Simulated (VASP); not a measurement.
Runs of VASP 6.6.1 on BN. The structure is that of space group Cm (No. 8), or close to it. The cells are those of the table. 

```tsv
cell	gap on the mesh (eV)	pressure (GPa)	largest force (eV/Å)
a = 2.563, b = 2.563, c = 12.751 Å, angles 81.3, 81.3, 60.0°, 12 atoms	(b)	(a)	2.18
a = 2.563, b = 2.563, c = 12.578 Å, angles 87.1, 87.1, 60.0°, 12 atoms	3.28	1.1	3.84
a = 2.563, b = 2.563, c = 13.090 Å, angles 75.8, 75.8, 60.0°, 12 atoms	2.96	0.0	3.09
a = 2.563, b = 2.563, c = 12.562 Å, angles 88.5, 88.5, 60.0°, 12 atoms	3.99	0.3	2.12
```

Alike in all rows: task single point; level PBE; potentials or basis VASP PAW PBE potentials, release 64 (B, N); no spin polarisation; k mesh 10 × 10 × 2; cutoff (eV) 520; smearing gaussian 0.05 eV.

Task: Estimate the missing entries.

Result: (a) 1.3; (b) 2.83.

Caveats: forces of over 1 eV/Å act on the atoms, so gaps and moduli don't describe the material at rest; the stress differs along the axes, from -5 to 14 GPa (at least some runs); the stress differs along the axes, from -18 to 11 GPa (at least some runs); the stress differs along the axes, from -4 to 8 GPa (at least some runs); the stress differs along the axes, from -10 to 5 GPa (at least some runs).

A k mesh can miss the band edges.
